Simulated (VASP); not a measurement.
TiC:

```
CELL_PARAMETERS angstrom
0.00000 2.16572 2.16572
2.16572 0.00000 2.16572
2.16572 2.16572 0.00000
ATOMIC_POSITIONS crystal
Ti 0.00000 0.00000 0.00000
C 0.50000 0.50000 0.50000
```

* Program: VASP 6.6.1
* Task: relaxation of cell and atoms
* Functional: PBE
* Dispersion: D3(BJ)
* Potentials or basis: VASP PAW PBE potentials, release 64 (Ti_sv, C)
* Cutoff: 600 eV
* k mesh: 11 × 11 × 11
* Occupations: fermi-dirac, width 0.05 eV
* Spin: no spin polarisation

At the start: pressure -6.9 GPa; volume 10.16 Å³/atom.

Task: Where does the relaxation end?

Result: Over 3 steps the energy falls by 6.1 meV/atom and the volume is 9.88 Å³/atom (-2.7 %); space group Fm-3m (No. 225, to 0.05 Å).

The path:
| step | energy change (eV) | largest force (eV/Å) | pressure (GPa) | volume (Å³) |
| --- | --- | --- | --- | --- |
| 1 | 0.0000 | 0.0000 | -6.89 | 20.32 |
| 2 | 0.0096 | 0.0000 | 10.26 | 19.06 |
| 3 | -0.0122 | 0.0000 | -0.05 | 19.77 |

Final structure:
```cif
data_structure
_symmetry_space_group_name_H-M 'P 1'
_symmetry_Int_Tables_number 1
_cell_length_a 3.0349
_cell_length_b 3.0349
_cell_length_c 3.0349
_cell_angle_alpha 60.000
_cell_angle_beta 60.000
_cell_angle_gamma 60.000
_cell_volume 19.77
loop_
_atom_site_label
_atom_site_type_symbol
_atom_site_fract_x
_atom_site_fract_y
_atom_site_fract_z
_atom_site_occupancy
Ti1 Ti 0.00000 0.00000 0.00000 1
C1 C 0.50000 0.50000 0.50000 1
```

Caveat: pairwise dispersion overbinds metals, which lowers pressure and volume.
